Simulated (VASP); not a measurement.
Set up this calculation in VASP 6.6.1, as the native input.

```yaml
Task: single point
Functional: PBEsol
Potentials_or_basis: VASP PAW PBE potentials, release 64 (Se)
Cutoff: 520 eV
k_mesh: 8 × 8 × 4
Occupations: fermi-dirac, width 0.05 eV
Spin: no spin polarisation
Dipole_correction: no
Further_INCAR_settings: ALGO = Normal; EDIFF = 1e-06; NBANDS = 13
```

The structure of Se lies in POSCAR:

```
Se
1.0
    1.4282888949     -4.1375538947      0.0000000000
    1.4282888949      4.1375538947      0.0000000000
    0.0000000000      0.0000000000      4.7259978272
Se
2
Direct
    0.9356550000      0.0643450000      0.2500000000
    0.0643450000      0.9356550000      0.7500000000
```

The input as run:

INCAR

```
PREC = Accurate
ENCUT = 520
EDIFF = 1E-6
ISMEAR = -1
SIGMA = 0.05
LREAL = False
LASPH = True
NELM = 60
ALGO = Normal
ISIF = 2
LWAVE = False
LCHARG = False
GGA = PS
NBANDS = 13
```

KPOINTS

```
Automatic mesh
0
Gamma
  8 8 4
```

Potentials or basis: VASP PAW PBE potentials, release 64 (Se).

Run with:

```bash
$ cat potpaw_PBE.64/Se/POTCAR > POTCAR
$ mpirun -np 1 vasp_std > vasp.out
```

Results of the run:

```yaml
Pressure: -4.2 GPa
Largest_force: 0.335 eV/Å
Band_gap_on_the_k_mesh: zero (band 6 reaches 4.35 eV, above the bottom of band 7 at 1.71 eV)
```

Caveat: the PAW data sets were made with another functional, which shifts forces and pressure a little.

Run time: 63 s on 1 thread of AMD EPYC 7R13 Processor (Zen 3), on a shared host, peak memory 0.18 GiB.
